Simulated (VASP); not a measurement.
# Al2Cu (I4/mmm) in VASP: notebook

Runs on Al2Cu. Level: LDA. Tasks: single point.

All numbers are computed with VASP 6.6.1; they aren't measurements. Logs are shortened: lines on timing, memory, paths and dates and some standing lists are left out, and cuts for length are marked.

**1. The cell of the first run**

Symmetry: I4/mmm, No. 139, tetragonal system. Conventional cell: a = 4.009 Å, b = 4.009 Å, c = 5.576 Å, α = 90.00°, β = 90.00°, γ = 90.00°. Al (site symmetry -4m2) has 4 Cu at 2.44 Å and 6 Al at 2.79 to 2.84 Å within 3.2 Å. Cu (site symmetry 4/mmm) has 8 Al at 2.44 Å within 3.2 Å.

**2. Single point, LDA**

INCAR

```
ALGO = Fast
EDIFF = 1E-6
ENCUT = 520
GGA = CA
ISIF = 2
ISMEAR = 0
LASPH = True
LCHARG = False
LREAL = False
LWAVE = False
NBANDS = 16
NELM = 80
PREC = Accurate
SIGMA = 0.15
```

KPOINTS

```
k-points
0
Gamma
  14 14 14
```

POSCAR

```
Al2Cu
1.0
   -2.0046693320      2.0046693320      2.7878500000
    2.0046693320     -2.0046693320      2.7878500000
    2.0046693320      2.0046693320     -2.7878500000
Al Cu
2 1
Direct
    0.7500000000      0.2500000000      0.5000000000
    0.2500000000      0.7500000000      0.5000000000
    0.5000000000      0.5000000000      0.0000000000
```

Potentials or basis: VASP PAW LDA potentials, release 64 (Al, Cu).

On the command line:

```sh
cat potpaw_LDA.64/Al/POTCAR potpaw_LDA.64/Cu/POTCAR > POTCAR
mpirun -np 1 vasp_std > vasp.out
```

OUTCAR:

```text
EDIFF = 1E-6
   ENCUT = 520
   GGA = CA
   ISIF = 2
   ISMEAR = 0
   LASPH = True
   LREAL = False
   NELM = 80
   PREC = Accurate

 ion  position               nearest neighbor table
   1  0.750  0.250  0.500-   3 2.44   3 2.44   3 2.44   3 2.44   2 2.79   2 2.79   2 2.84   2 2.84
                             2 2.84   2 2.84
   2  0.250  0.750  0.500-   3 2.44   3 2.44   3 2.44   3 2.44   1 2.79   1 2.79   1 2.84   1 2.84
                             1 2.84   1 2.84
   3  0.500  0.500  0.000-   2 2.44   1 2.44   2 2.44   1 2.44   1 2.44   2 2.44   1 2.44   2 2.44

  LATTYP: Found a body centered tetragonal cell.
 ALAT       =     4.0093386640
 C/A-ratio  =     1.3906782308

  Lattice vectors:

 A1 = (  -2.0046693320,   2.0046693320,   2.7878500000)
 A2 = (   2.0046693320,  -2.0046693320,   2.7878500000)
 A3 = (   2.0046693320,   2.0046693320,  -2.7878500000)

Analysis of symmetry for initial positions (statically):
=====================================================================
 Subroutine PRICEL returns:
 Original cell was already a primitive cell.

 Routine SETGRP: Setting up the symmetry group for a
 body centered tetragonal supercell.

 Subroutine GETGRP returns: Found 16 space group operations
 (whereof 16 operations were pure point group operations)
 out of a pool of 16 trial point group operations.

The static configuration has the point symmetry D_4h.

Analysis of symmetry for dynamics (positions and initial velocities):
=====================================================================
 Subroutine PRICEL returns:
 Original cell was already a primitive cell.

 Routine SETGRP: Setting up the symmetry group for a
 body centered tetragonal supercell.

 Subroutine GETGRP returns: Found 16 space group operations
 (whereof 16 operations were pure point group operations)
 out of a pool of 16 trial point group operations.

The dynamic configuration has the point symmetry D_4h.

 Subroutine INISYM returns: Found 16 space group operations
 (whereof 16 operations are pure point group operations),
 and found     1 'primitive' translations

----------------------------------------------------------------------------------------

                                     Primitive cell

  volume of cell :      44.8141

  direct lattice vectors                    reciprocal lattice vectors
    -2.004669332  2.004669332  2.787850000     0.000000000  0.249417693  0.179349678
     2.004669332 -2.004669332  2.787850000     0.249417693  0.000000000  0.179349678
[... 90 lines left out ...]
   NSW    =      0    number of steps for IOM
   IBRION =     -1    ionic relax: 0-MD 1-quasi-New 2-CG
   NFREE  =      0    steps in history (QN), initial steepest desc. (CG)
   ISIF   =      2    stress and relaxation
   ISYM   =      2    0-nonsym 1-usesym 2-fastsym
   POTIM  = 0.5000    time-step for ionic-motion
   TEBEG  =    0.0;   TEEND  =   0.0 temperature during run
   PSTRESS=    0.0 pullay stress
   NELECT =      17.0000    total number of electrons
   NUPDOWN=      -1.0000    fix difference up-down
   EMIN   =  10.00;   EMAX   =-10.00  energy-range for DOS
   EFERMI =   0.00;   METHOD = LEGACY
   ISMEAR =     0;   SIGMA  =   0.15  broadening in eV -4-tet -1-fermi 0-gaus
   EFERMI_NEDOS =   21; number of points for ismear=-14 and -15
   IALGO  =     68    algorithm
   IMIX   =      4    mixing-type and parameters
     AMIX     =   0.40;   BMIX     =  1.00
     AMIX_MAG =   1.60;   BMIX_MAG =  1.00
  volume/ion in A,a.u.               =      14.94       100.81
  Fermi-wavevector in a.u.,A,eV,Ry     =   1.185094  2.239503 19.108676  1.404448
  Thomas-Fermi vector in A             =   2.321295
   LORBIT       =      0    0 simple, 1 ext, 2 COOP (PROOUT), +10 PAW based schemes
   GGA     = CA    functional components
   LHFCALC =     F    Hartree Fock is set to
   AEXX    =    0.0000 exact exchange contribution
   IVDW    =     0    specifies the selected vdW correction
   LEPSILON=     F    determine dielectric tensor
   LRPA    =     F    only Hartree local field effects (RPA)
 non-spin polarized calculation
 RMM-DIIS sequential band-by-band and
 Gauss-broadening in eV      SIGMA  =   0.15
  energy-cutoff  :      520.00
  volume of cell :       44.81
 maximum number of plane-waves:      1235
 NGX is ok and might be reduce to    30
   NGX = 15   NGY = 15   NGZ = 15

 number of electron      17.0000011 magnetization

 Free energy of the ion-electron system (eV)
  ---------------------------------------------------
  ext. energy  EPLUGINS =         0.00000000
  ---------------------------------------------------
  free energy    TOTEN  =       -13.69830092 eV

  energy without entropy =      -13.68835984  energy(sigma->0) =      -13.69333038

 E-fermi :   7.4715     XC(G=0): -10.9306

 val. band max:        7.4380524524   @ k =  -0.1429   0.4286   0.1429
 cond. band min:       7.4727166711   @ k =  -0.2857   0.1429   0.0000
 fundamental gap:      0.0346642188
 Fermi energy:         7.4715285464

 k-point     1 :       0.0000    0.0000    0.0000
  band No.  band energies     occupation
      1      -3.1114      2.00000
      2       2.5799      2.00000
      3       2.5974      2.00000
      4       2.5974      2.00000
      5       3.1728      2.00000
      6       3.2021      2.00000
[... 433 lines left out ...]
      3       2.6789      2.00000
      4       2.7958      2.00000
      5       3.1309      2.00000
      6       3.2590      2.00000
[... 8 lines left out ...]
     15      14.9587      0.00000
     16      18.4671      0.00000

 [... further k-points ...]

------------------------ aborting loop because EDIFF is reached ----------------------------------------

  FORCE on cell =-STRESS in cart. coord.  units (eV):
  Direction    XX          YY          ZZ          XY          YZ          ZX
  --------------------------------------------------------------------------------------
  -------------------------------------------------------------------------------------
  Total        0.4848422      0.4848422      1.0309325      0.0000000     -0.0000000      0.0000000
  in kB       17.3338913     17.3338913     36.8575055      0.0000000     -0.0000000      0.0000000
  external PRESSURE =      23.8417627 kB  Pullay stress =       0.0000000 kB

 VOLUME and BASIS-vectors are now :
 -----------------------------------------------------------------------------
  energy-cutoff  :      520.00
  volume of cell :       44.81
      direct lattice vectors                 reciprocal lattice vectors
    -2.004669332  2.004669332  2.787850000     0.000000000  0.249417693  0.179349678
     2.004669332 -2.004669332  2.787850000     0.249417693  0.000000000  0.179349678
     2.004669332  2.004669332 -2.787850000     0.249417693  0.249417693  0.000000000

 POSITION                                       TOTAL-FORCE (eV/Angst)
 -----------------------------------------------------------------------------------
      0.00000      2.00467      1.39393        -0.000000      0.000000     -0.000000
      2.00467      0.00000      1.39393         0.000000     -0.000000      0.000000
      0.00000      0.00000      2.78785         0.000000     -0.000000     -0.000000
 -----------------------------------------------------------------------------------
    total drift:                                0.000000     -0.000000      0.000000

  FREE ENERGIE OF THE ION-ELECTRON SYSTEM (eV)
  ---------------------------------------------------
  free  energy   TOTEN  =       -13.6983009215 eV

  energy  without entropy=      -13.6883598379  energy(sigma->0) =      -13.69333038
```

Wall time 3.2 min (1 thread of AMD EPYC 7R13 (Zen 3), shared host); peak memory 0.25 GiB.

Results:

* Free energy: -13.6983 eV
* Pressure: 2.4 GPa
* Band gap on the k mesh: zero (an odd number of electrons rules out a gap without spin polarisation)

Levels at points of the mesh, in eV from the Fermi level:
```tsv
k point	band 5	band 6	band 7	band 8	band 9	band 10	band 11	band 12	band 13	band 14
(0.00, 0.00, 0.00)	-4.30	-4.27	2.89	2.89	2.97	3.01	3.16	3.16	4.70	7.03
(0.50, 0.00, 0.00)	-4.24	-4.22	-4.21	0.54	0.69	3.01	3.08	4.12	4.56	9.92
(0.50, 0.50, 0.00)	-4.34	-4.11	-3.97	-2.09	-1.96	0.58	1.56	9.19	10.83	11.30
(0.50, 0.50, 0.50)	-4.35	-4.12	-3.92	-2.14	-2.14	0.37	1.45	9.21	11.03	11.03
```

(Part 1 of 2 ends here.)
